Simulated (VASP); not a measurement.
# GaP (F-43m) in VASP: single point with PBE0

Aim: the single point of GaP with PBE0.

Program: VASP 6.6.1. These are calculated values, not measurements. Logs are shortened: lines on timing, memory, paths and dates and some standing lists are left out, and cuts for length are marked.

### Step 1. The cell of the first run

The structure is cubic, space group F-43m (No. 216). The conventional cell has a = 5.452 Å, b = 5.452 Å, c = 5.452 Å, α = 90.00°, β = 90.00°, γ = 90.00°. Within 3.1 Å of Ga (site symmetry -43m) lie 4 P at 2.36 Å. P (site symmetry -43m) has 4 Ga at 2.36 Å within 3.1 Å.

### Step 2. Single point, PBE0

File POSCAR:

```
GaP
1.0
    0.0000000000      2.7258125000      2.7258125000
    2.7258125000      0.0000000000      2.7258125000
    2.7258125000      2.7258125000      0.0000000000
Ga P
1 1
Direct
    0.0000000000      0.0000000000      0.0000000000
    0.7500000000      0.7500000000      0.7500000000
```

File INCAR.step1:

```
SYSTEM = GaP
ALGO     = Normal         ! electronic algorithm
EDIFF    = 1E-5           ! SCF threshold, eV
ENCUT    = 400            ! plane-wave cutoff, eV
GGA      = PE             ! functional
GGA_COMPAT= .False.      
ISIF     = 2              ! what is computed and relaxed
ISMEAR   = -1             ! smearing method
LASPH    = .True.         ! aspherical terms in the spheres
LREAL    = .False.        ! projectors in reciprocal space
LWAVE    = .True.         ! write WAVECAR
NBANDS   = 16             ! bands
NELM     = 120            ! most SCF steps
PREC     = Accurate       ! precision mode
SIGMA    = 0.01           ! smearing width, eV
```

File INCAR.step2:

```
SYSTEM = GaP
AEXX     = 0.25           ! exact-exchange fraction
ALGO     = Normal         ! electronic algorithm
EDIFF    = 1E-6           ! SCF threshold, eV
ENCUT    = 400            ! plane-wave cutoff, eV
GGA      = PE             ! functional
GGA_COMPAT= .False.      
ISIF     = 2              ! what is computed and relaxed
ISMEAR   = -1             ! smearing method
ISTART   = 1            
LASPH    = .True.         ! aspherical terms in the spheres
LCHARG   = .True.         ! write CHGCAR
LELF     = .True.         ! ELF
LHFCALC  = .True.         ! exact exchange
LREAL    = .False.        ! projectors in reciprocal space
LVHAR    = .True.       
LWAVE    = .False.        ! write WAVECAR
NBANDS   = 16             ! bands
NELM     = 120            ! most SCF steps
PREC     = Accurate       ! precision mode
PRECFOCK = Normal       
SIGMA    = 0.01           ! smearing width, eV
```

File KPOINTS:

```
k-points
0
Gamma
  6 6 6
  0 0 0
```

Potentials or basis: VASP PAW PBE potentials, release 64 (Ga_d, P).

The run is started by

```sh
$ cat potpaw_PBE.64/Ga_d/POTCAR potpaw_PBE.64/P/POTCAR > POTCAR
$ cp INCAR.step1 INCAR
$ mpirun -np 1 vasp_std > vasp.out
$ cp INCAR.step2 INCAR
$ mpirun -np 1 vasp_std > vasp.out
```

OUTCAR:

```text
SYSTEM = GaP
   AEXX = 0.25
   EDIFF = 1E-6
   ENCUT = 400
   GGA = PE
   ISIF = 2
   ISMEAR = -1
   ISTART = 1
   LASPH = .True.
   LHFCALC = .True.
   LREAL = .False.
   NELM = 120
   PREC = Accurate
   PRECFOCK = Normal

 ion  position               nearest neighbor table
   1  0.000  0.000  0.000-   2 2.36   2 2.36   2 2.36   2 2.36
   2  0.750  0.750  0.750-   1 2.36   1 2.36   1 2.36   1 2.36

  LATTYP: Found a face centered cubic cell.
 ALAT       =     5.4516250000

  Lattice vectors:

 A1 = (   0.0000000000,   2.7258125000,   2.7258125000)
 A2 = (   2.7258125000,   0.0000000000,   2.7258125000)
 A3 = (   2.7258125000,   2.7258125000,   0.0000000000)

Analysis of symmetry for initial positions (statically):
=====================================================================
 Subroutine PRICEL returns:
 Original cell was already a primitive cell.

 Routine SETGRP: Setting up the symmetry group for a
 face centered cubic supercell.

 Subroutine GETGRP returns: Found 24 space group operations
 (whereof 24 operations were pure point group operations)
 out of a pool of 48 trial point group operations.

The static configuration has the point symmetry T_d .

Analysis of symmetry for dynamics (positions and initial velocities):
=====================================================================
 Subroutine PRICEL returns:
 Original cell was already a primitive cell.

 Routine SETGRP: Setting up the symmetry group for a
 face centered cubic supercell.

 Subroutine GETGRP returns: Found 24 space group operations
 (whereof 24 operations were pure point group operations)
 out of a pool of 48 trial point group operations.

The dynamic configuration has the point symmetry T_d .

 Subroutine INISYM returns: Found 24 space group operations
 (whereof 24 operations are pure point group operations),
 and found     1 'primitive' translations

----------------------------------------------------------------------------------------

                                     Primitive cell

  volume of cell :      40.5059

  direct lattice vectors                    reciprocal lattice vectors
     0.000000000  2.725812500  2.725812500    -0.183431546  0.183431546  0.183431546
     2.725812500  0.000000000  2.725812500     0.183431546 -0.183431546  0.183431546
     2.725812500  2.725812500  0.000000000     0.183431546  0.183431546 -0.183431546

  length of vectors
     3.854881006  3.854881006  3.854881006     0.317712757  0.317712757  0.317712757

  position of ions in fractional coordinates (direct lattice)
     0.000000000  0.000000000  0.000000000
     0.750000000  0.750000000  0.750000000

  ion indices of the primitive-cell ions
   primitive index   ion index
                 1           1
                 2           2

----------------------------------------------------------------------------------------

 KPOINTS: k-points

Automatic generation of k-mesh.
 Grid dimensions read from file:
 generate k-points for:    6    6    6

 Generating k-lattice:

  Cartesian coordinates                     Fractional coordinates (reciprocal lattice)
    -0.030571924  0.030571924  0.030571924     0.166666667  0.000000000  0.000000000
     0.030571924 -0.030571924  0.030571924     0.000000000  0.166666667  0.000000000
     0.030571924  0.030571924 -0.030571924     0.000000000  0.000000000  0.166666667

  Length of vectors
     0.052952126  0.052952126  0.052952126

  Shift w.r.t. Gamma in fractional coordinates (k-lattice)
     0.000000000  0.000000000  0.000000000

 Subroutine IBZKPT returns following result:
 ===========================================

 Found     16 irreducible k-points:

 Following reciprocal coordinates:
            Coordinates               Weight
  0.000000  0.000000  0.000000      1.000000
  0.166667  0.000000  0.000000      8.000000
  0.333333  0.000000  0.000000      8.000000
  0.500000  0.000000  0.000000      4.000000
  0.166667  0.166667  0.000000      6.000000
  0.333333  0.166667  0.000000     24.000000
[... 8 lines left out ...]
 -0.333333  0.333333  0.166667     24.000000
 -0.333333  0.500000  0.166667     12.000000
   k-points           NKPTS =     16   k-points in BZ     NKDIM =    216   number of bands    NBANDS=     16
   number of dos      NEDOS =    301   number of ions     NIONS =      2
   total plane-waves  NPLWV =  21952
   dimension x,y,z NGX =    28 NGY =   28 NGZ =   28
   dimension x,y,z NGXF=    56 NGYF=   56 NGZF=   56
   ions per type =               1   1
   NGX,Y,Z   is equivalent  to a cutoff of  12.08, 12.08, 12.08 a.u.
   NGXF,Y,Z  is equivalent  to a cutoff of  24.15, 24.15, 24.15 a.u.
 SYSTEM =  GaP
   PREC   = accura    normal or accurate (medium, high low for compatibility)
   ISTART =      1    job   : 0-new  1-cont  2-samecut
   ICHARG =      0    charge: 1-file 2-atom 10-const
   ISPIN  =      1    spin polarized calculation?
   LNONCOLLINEAR =      F non collinear calculations
   LSORBIT =      F    spin-orbit coupling
   LASPH  =      T    aspherical Exc in radial PAW
   ENCUT  =  400.0 eV  29.40 Ry    5.42 a.u.   6.29  6.29  6.29*2*pi/ulx,y,z
   NELM   =    120;   NELMIN=  2; NELMDL=  0     # of ELM steps
   EDIFF  = 0.1E-05   stopping-criterion for ELM
   LREAL  =      F    real-space projection
   EDIFFG = 0.1E-04   stopping-criterion for IOM
   NSW    =      0    number of steps for IOM
   IBRION =     -1    ionic relax: 0-MD 1-quasi-New 2-CG
   NFREE  =      0    steps in history (QN), initial steepest desc. (CG)
   ISIF   =      2    stress and relaxation
   ISYM   =      3    0-nonsym 1-usesym 2-fastsym
   POTIM  = 0.5000    time-step for ionic-motion
   TEBEG  =    0.0;   TEEND  =   0.0 temperature during run
   PSTRESS=    0.0 pullay stress
   NELECT =      18.0000    total number of electrons
   NUPDOWN=      -1.0000    fix difference up-down
   EMIN   =  10.00;   EMAX   =-10.00  energy-range for DOS
   EFERMI =   0.00;   METHOD = LEGACY
   ISMEAR =    -1;   SIGMA  =   0.01  broadening in eV -4-tet -1-fermi 0-gaus
   EFERMI_NEDOS =   21; number of points for ismear=-14 and -15
   IALGO  =     38    algorithm
   IMIX   =      1    mixing-type and parameters
     AMIX     =   0.40;   BMIX     =  1.00
     AMIX_MAG =   1.60;   BMIX_MAG =  1.00
  volume/ion in A,a.u.               =      20.25       136.67
  Fermi-wavevector in a.u.,A,eV,Ry     =   1.249280  2.360796 21.234610  1.560700
  Thomas-Fermi vector in A             =   2.383328
   LORBIT       =      0    0 simple, 1 ext, 2 COOP (PROOUT), +10 PAW based schemes
   GGA     = PE    functional components
   LHFCALC =     T    Hartree Fock is set to
   PRECFOCK=normal    Normal, Fast or Accurate (Low or Medium for compatibility)
   ENCUT4O =  -1.0   cutoff for four orbital integrals eV
   NKREDX  =     1    reduce k-point grid by
   NKREDY  =     1    reduce k-point grid by
   NKREDZ  =     1    reduce k-point grid by
   AEXX    =    0.2500 exact exchange contribution
   HFSCREEN=    0.0000 screening length (either q_TF or 0.3 A-1)
   HFSCREENC=   0.0000 screening length for correlation (either q_TF or 0.3 A-1)
   ENCUTFOCK=  -1.0 apply spherical cutoff to Coloumb kernel
   IVDW    =     0    specifies the selected vdW correction
   LEPSILON=     F    determine dielectric tensor
   LRPA    =     F    only Hartree local field effects (RPA)
 non-spin polarized calculation
  energy-cutoff  :      400.00
  volume of cell :       40.51
 maximum number of plane-waves:       754
 NGX is ok and might be reduce to    28
  NGX = 20; NGY = 20; NGZ = 20

 number of electron      18.0000016 magnetization

 Free energy of the ion-electron system (eV)
  ---------------------------------------------------
  ext. energy  EPLUGINS =         0.00000000
  ---------------------------------------------------
  free energy    TOTEN  =       -11.68142681 eV

  energy without entropy =      -11.68142681  energy(sigma->0) =      -11.68142681

 E-fermi :   4.1648     XC(G=0):  -7.7682

 val. band max:        3.8576473868   @ k =   0.0000   0.0000   0.0000
 cond. band min:       6.8367811459   @ k =   0.5000   0.5000   0.0000
 fundamental gap:      2.9791337590
 Fermi energy:         4.1648319906

 k-point     1 :       0.0000    0.0000    0.0000
  band No.  band energies     occupation
      1     -13.2547      2.00000
      2     -13.2547      2.00000
      3     -13.2547      2.00000
      4     -13.1534      2.00000
      5     -13.1534      2.00000
      6     -10.0069      2.00000
[... 8 lines left out ...]
     15      15.5029      0.00000
     16      15.5029      0.00000

 k-point     2 :       0.1667    0.0000    0.0000
  band No.  band energies     occupation
      1     -13.2697      2.00000
      2     -13.2475      2.00000
      3     -13.2475      2.00000
      4     -13.1535      2.00000
      5     -13.1535      2.00000
      6      -9.6250      2.00000
[... 8 lines left out ...]
     15      14.5945      0.00000
     16      15.7113      0.00000

 k-point     3 :       0.3333    0.0000    0.0000
  band No.  band energies     occupation
      1     -13.2986      2.00000
      2     -13.2357      2.00000
      3     -13.2357      2.00000
      4     -13.1513      2.00000
      5     -13.1513      2.00000
      6      -8.6005      2.00000
[... 8 lines left out ...]
     15      15.3599      0.00000
     16      15.3599      0.00000

 k-point     4 :       0.5000    0.0000    0.0000
  band No.  band energies     occupation
      1     -13.3124      2.00000
      2     -13.2313      2.00000
      3     -13.2313      2.00000
      4     -13.1485      2.00000
      5     -13.1485      2.00000
      6      -7.7757      2.00000
[... 8 lines left out ...]
     15      17.6017      0.00000
     16      17.6017      0.00000
[... 172 lines left out ...]
 k-point    14 :       0.5000    0.3333    0.1667
  band No.  band energies     occupation
      1     -13.3195      2.00000
      2     -13.2228      2.00000
      3     -13.2128      2.00000
      4     -13.1665      2.00000
      5     -13.1446      2.00000
      6      -7.7547      2.00000
[... 8 lines left out ...]
     15      17.7281      0.00000
     16      19.3015      0.00000

 k-point    15 :      -0.3333    0.3333    0.1667
  band No.  band energies     occupation
      1     -13.3237      2.00000
      2     -13.2228      2.00000
      3     -13.2064      2.00000
      4     -13.1640      2.00000
      5     -13.1474      2.00000
      6      -7.0525      2.00000
[... 8 lines left out ...]
     15      18.4156      0.00000
     16      18.7312      0.00000

 k-point    16 :      -0.3333    0.5000    0.1667
  band No.  band energies     occupation
      1     -13.3344      2.00000
      2     -13.2128      2.00000
      3     -13.1982      2.00000
      4     -13.1733      2.00000
      5     -13.1424      2.00000
      6      -6.7263      2.00000
[... 8 lines left out ...]
     15      17.8987      0.00000
     16      19.6588      0.00000

------------------------ aborting loop because EDIFF is reached ----------------------------------------

  FORCE on cell =-STRESS in cart. coord.  units (eV):
  Direction    XX          YY          ZZ          XY          YZ          ZX
  --------------------------------------------------------------------------------------
  -------------------------------------------------------------------------------------
  Total        0.0074060      0.0074060      0.0074060     -0.0000000      0.0000000     -0.0000000
  in kB        0.2929373      0.2929373      0.2929373     -0.0000000      0.0000000     -0.0000000
  external PRESSURE =       0.2929373 kB  Pullay stress =       0.0000000 kB

 VOLUME and BASIS-vectors are now :
 -----------------------------------------------------------------------------
  energy-cutoff  :      400.00
  volume of cell :       40.51
      direct lattice vectors                 reciprocal lattice vectors
     0.000000000  2.725812500  2.725812500    -0.183431546  0.183431546  0.183431546
     2.725812500  0.000000000  2.725812500     0.183431546 -0.183431546  0.183431546
     2.725812500  2.725812500  0.000000000     0.183431546  0.183431546 -0.183431546

 POSITION                                       TOTAL-FORCE (eV/Angst)
 -----------------------------------------------------------------------------------
      0.00000      0.00000      0.00000         0.000000     -0.000000     -0.000000
      4.08872      4.08872      4.08872        -0.000000      0.000000      0.000000
 -----------------------------------------------------------------------------------
    total drift:                               -0.000044     -0.000038     -0.000027

  FREE ENERGIE OF THE ION-ELECTRON SYSTEM (eV)
  ---------------------------------------------------
  free  energy   TOTEN  =       -11.6814268069 eV

  energy  without entropy=      -11.6814268069  energy(sigma->0) =      -11.68142681
```

Wall time 45 min (1 thread of Intel Xeon 8259CL, shared host); peak memory 0.17 GiB.

Results:

| Property | Result |
| --- | --- |
| Free energy | -11.6814 eV |
| Pressure | 0.0 GPa |
| Band gap on the k mesh | 2.98 eV (least direct gap 3.46 eV) |

Caveat: the PAW data sets were made with another functional, which shifts forces and pressure a little.
